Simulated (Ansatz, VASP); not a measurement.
## Two plane-wave programs on Si7Ge

```
Si Ge
1.0
     5.45918    0.00000    0.00000
     0.00000    5.45918    0.00000
     0.00000    0.00000    5.45918
Si Ge
7 1
Cartesian
  1.3790 1.3790 1.3790
  0.0000 2.7296 2.7296
  2.7296 2.7296 0.0000
  2.7296 0.0000 2.7296
  4.0802 1.3790 4.0802
  4.0802 4.0802 1.3790
  1.3790 4.0802 4.0802
  0.0000 0.0000 0.2250
```

Alike in both runs: task single point; functional PBEsol; k mesh 6 × 6 × 6; occupations gaussian, width 0.03 eV; no spin polarisation.

|  | VASP | Ansatz |
| --- | --- | --- |
| version | VASP 6.6.1 | Ansatz 0.2.0 |
| potentials or method | VASP PAW PBE potentials, release 64 (Si, Ge_d), cutoff 520 eV | scalar-relativistic, plane waves, PAW |
| valence electrons in the cell | 42 | 42 |

VASP gave:

* gap on the k mesh at the Fermi level (eV): 0.13
* least direct gap on the mesh (eV): 0.13
* pressure (GPa): 0.5
* traceless stress, the component that is largest in VASP (GPa): 2.27
* rms of the force components (eV/Å): 0.704

Q: Which values does Ansatz return?

A: gap on the k mesh at the Fermi level (eV): 0.13; least direct gap on the mesh (eV): 0.13; pressure (GPa): 0.4; traceless stress, the component that is largest in VASP (GPa): 2.28; rms of the force components (eV/Å): 0.706.

VASP's potentials were made for PBE, not for PBEsol. Atom by atom the forces differ by 0.004 eV/Å (rms over components). The functional is the same, so the differences come from potentials, cutoffs and numerics.
